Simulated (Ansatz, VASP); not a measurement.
## Re in VASP and in Ansatz

The input INCAR:

```
  ALGO = Normal
  EDIFF = 1E-6
  ENCUT = 500
  GGA = PE
  GGA_COMPAT = False
  ISIF = 2
  ISMEAR = 0
  ISPIN = 2
  LASPH = True
  LCHARG = True
  LELF = True
  LMAXMIX = 4
  LORBIT = 11
  LREAL = False
  LVHAR = True
  LWAVE = False
  MAGMOM = 1 1
  NBANDS = 26
  NELM = 200
  PREC = Accurate
  SIGMA = 0.1
```

The input KPOINTS:

```
k-points
0
Gamma
  6 6 8
```

File POSCAR:

```
Re
1.0
    4.3959678876      0.0000000000      0.0000000000
   -2.1979839438      3.8070198649      0.0000000000
    0.0000000000      0.0000000000      2.4514798196
Re
2
Direct
    0.3333333333      0.6666666667      0.0000000000
    0.6666666667      0.3333333333      0.0000000000
```

Input for Ansatz:

```yaml
crystal:
  lattice:
    - [4.3959678876, 0.0, 0.0]
    - [-2.1979839438, 3.8070198649, 0.0]
    - [0.0, 0.0, 2.4514798196]
  atoms:
    - { symbol: Re, position: [0.3333333333, 0.6666666667, 0.0], spin: 1.0 }
    - { symbol: Re, position: [0.6666666667, 0.3333333333, 0.0], spin: 1.0 }
basis:
  ecutwfc: 420
kpoints:
  mp_grid: { grid: [6, 6, 8] }
hamiltonian:
  xc: pbe
scf:
  occupations: { method: gaussian, width: 0.1 }
  lower_state_search: "off"
output:
  forces: true
  stress: true
  eigenvalues: true
  populations: true
magnetization:
  spin_polarized: true
```

Alike in both runs: task single point; functional PBE; k mesh 6 × 6 × 8; occupations gaussian, width 0.1 eV; collinear spin.

```csv
,VASP,Ansatz
version,VASP 6.6.1,Ansatz 0.2.0
potentials or method,"VASP PAW PBE potentials, release 64 (Re_sv_GW), cutoff 500 eV","scalar-relativistic, plane waves, PAW"
valence electrons in the cell,30,30
```

Ansatz gave:

| Item | Value |
| --- | --- |
| gap on the k mesh at the Fermi level (eV) | none |
| pressure (GPa) | 2.4 |
| traceless stress, the component that is largest in VASP (GPa) | 1.69 |
| net moment per atom (μB) | 0.00 |

Problem. Estimate VASP's values.

Solution. gap on the k mesh at the Fermi level (eV): none; pressure (GPa): 0.7; traceless stress, the component that is largest in VASP (GPa): 1.73; net moment per atom (μB): 0.00.

A gap of «none» marks a metal or a gap that the smearing closes. Ansatz's warnings: seeded moment not kept.

Neither program's run includes spin-orbit coupling.
